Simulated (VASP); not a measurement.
Set up this calculation in VASP 6.6.1, as the native input.

```yaml
Task: single point
Functional: PBE
Potentials_or_basis: VASP PAW PBE potentials, release 64 (Y_sv)
Cutoff: 520 eV
k_mesh: 14 × 14 × 7
Occupations: fermi-dirac, width 0.05 eV
Spin: no spin polarisation
Dipole_correction: no
Further_INCAR_settings: ALGO = Normal; EDIFF = 1e-06; NBANDS = 18
```

The structure of Y lies in POSCAR:

```
Y
1.0
    2.7233639195      0.0000000000      0.0000000000
   -1.3616819598      2.3585023381      0.0000000000
    0.0000000000      0.0000000000      4.6092440285
Y
2
Direct
    0.3333333333      0.6666666667      0.2500000000
    0.6666666667      0.3333333333      0.7500000000
```

The input as run:

INCAR

```
SYSTEM = Y
  PREC = Accurate
  ENCUT = 520
  EDIFF = 1E-6
  ISMEAR = -1
  SIGMA = 0.05
  LREAL = .False.
  LASPH = .True.
  NELM = 100
  ALGO = Normal
  ISIF = 2
  LWAVE = .False.
  LCHARG = .False.
  GGA = PE
  NBANDS = 18
```

KPOINTS

```
regular mesh
0
Gamma
  14 14 7
  0 0 0
```

Potentials or basis: VASP PAW PBE potentials, release 64 (Y_sv).

Run with:

```console
$ cat potpaw_PBE.64/Y_sv/POTCAR > POTCAR
$ mpirun -np 1 vasp_std > vasp.out
```

Results of the run:

The pressure is 100.4 GPa and the band gap on the k mesh is zero (bands 11 and 12 overlap by 2.89 eV).

Caveat: the cell stands under pressure.

It took 28 s on 1 thread of Intel(R) Xeon(R) Platinum 8488C (Sapphire Rapids) (shared host), peak memory 0.18 GiB.
